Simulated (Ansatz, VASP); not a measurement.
# One calculation of PbS, two programs

The input POSCAR:

```
PbS
1.0
    0.0000000000      2.7426250000      2.7426250000
    2.9650000000     -0.2223750000      2.9650000000
    2.9650000000      2.9650000000     -0.2223750000
Pb S
1 1
Direct
    0.0000000000      0.0000000000      0.0000000000
    0.5000000000      0.5000000000      0.5000000000
```

Contents of INCAR.step1:

```
SYSTEM = PbS
PREC = Accurate
ENCUT = 520
ISMEAR = 0
SIGMA = 0.05
LREAL = .FALSE.
LASPH = .TRUE.
NELM = 100
NBANDS = 17
GGA = PE
ALGO = Normal
EDIFF = 1E-4
LWAVE = .TRUE.
LCHARG = .FALSE.
```

Contents of INCAR.step2:

```
SYSTEM = PbS
PREC = Accurate
ENCUT = 520
EDIFF = 1E-6
ISMEAR = 0
SIGMA = 0.05
LREAL = .FALSE.
LASPH = .TRUE.
NELM = 100
ALGO = Normal
ISIF = 2
LWAVE = .FALSE.
LCHARG = .TRUE.
METAGGA = R2SCAN
LMIXTAU = .TRUE.
LELF = .TRUE.
LVHAR = .TRUE.
NBANDS = 17
ISTART = 1
```

Contents of KPOINTS:

```
Automatic mesh
0
G
  8 8 8
  0 0 0
```

Input for Ansatz:

```yaml
crystal:
  lattice:
    - [0.0, 2.742625, 2.742625]
    - [2.965, -0.222375, 2.965]
    - [2.965, 2.965, -0.222375]
  atoms:
    - { symbol: Pb, position: [0.0, 0.0, 0.0] }
    - { symbol: S, position: [0.5, 0.5, 0.5] }
basis:
  ecutwfc: 500
kpoints:
  mp_grid: { grid: [8, 8, 8] }
hamiltonian:
  xc: r2scan
scf:
  occupations: { method: gaussian, width: 0.05 }
output:
  forces: true
  stress: true
  eigenvalues: true
```

Change from the starting cell: strain -0.1500 x Voigt [0, 0, 0, 1, 0, 0], atoms carried along.

Alike in both runs: task single point; functional r2SCAN; k mesh 8 × 8 × 8; occupations gaussian, width 0.05 eV; no spin polarisation.

|  | VASP | Ansatz |
| --- | --- | --- |
| version | VASP 6.6.1 | Ansatz 0.2.0 |
| potentials or method | VASP PAW PBE potentials, release 64 (Pb_d, S), cutoff 520 eV | scalar-relativistic, plane waves, PAW |
| valence electrons in the cell | 20 | 20 |

```csv
,VASP,Ansatz,Ansatz less VASP
gap on the k mesh at the Fermi level (eV),none,none,-
pressure (GPa),1.2,1.2,+0.02
"traceless stress, the component that is largest in VASP (GPa)",3.02,3.02,0.000
```

VASP's potentials were made for PBE, not for r2SCAN. A gap of «none» marks a metal or a gap that the smearing closes.

Neither program's run includes spin-orbit coupling.
